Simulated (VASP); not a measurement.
## NaPtCl3: single point with PBE

NaPtCl3:

```
CELL_PARAMETERS angstrom
4.73151 0.00000 0.00000
0.00000 4.73151 0.00000
0.00000 0.00000 4.73151
ATOMIC_POSITIONS crystal
Na 0.00000 0.00000 0.00000
Pt 0.50000 0.50000 0.50000
Cl 0.00000 0.50000 0.50000
Cl 0.50000 0.50000 0.00000
Cl 0.50000 0.00000 0.50000
```

```json
{"Program": "VASP 6.6.1", "Task": "single point", "Functional": "PBE", "Potentials or basis": "VASP PAW PBE potentials, release 64 (Na_pv, Pt, Cl)", "Cutoff": "520 eV", "k mesh": "8 × 8 × 8", "Occupations": "gaussian, width 0.1 eV", "Spin": "no spin polarisation"}
```

* Pressure: 8.6 GPa
* Band gap on the k mesh: zero (bands 19 and 20 overlap by 4.97 eV)

Levels at points of the mesh, in eV from the Fermi level:
| k point | band 17 | band 18 | band 19 | band 20 | band 21 | band 22 |
| --- | --- | --- | --- | --- | --- | --- |
| (0.00, 0.00, 0.00) | -3.02 | -3.02 | -2.17 | -2.17 | 1.45 | 2.21 |
| (0.50, 0.00, 0.00) | -2.17 | -1.26 | -1.26 | -0.61 | 4.37 | 4.64 |
| (0.50, 0.50, 0.00) | -1.25 | -1.25 | -1.12 | 3.17 | 4.70 | 6.06 |
| (0.50, 0.50, 0.50) | -1.07 | -1.07 | 2.80 | 3.17 | 3.17 | 5.78 |

It took 72 s on 1 thread of Intel(R) Xeon(R) Platinum 8488C (Sapphire Rapids), with other jobs on the host, peak memory 0.26 GiB.

Caveat: the cell stands under pressure; spin-orbit coupling is left out, which moves the levels of the heavy elements.
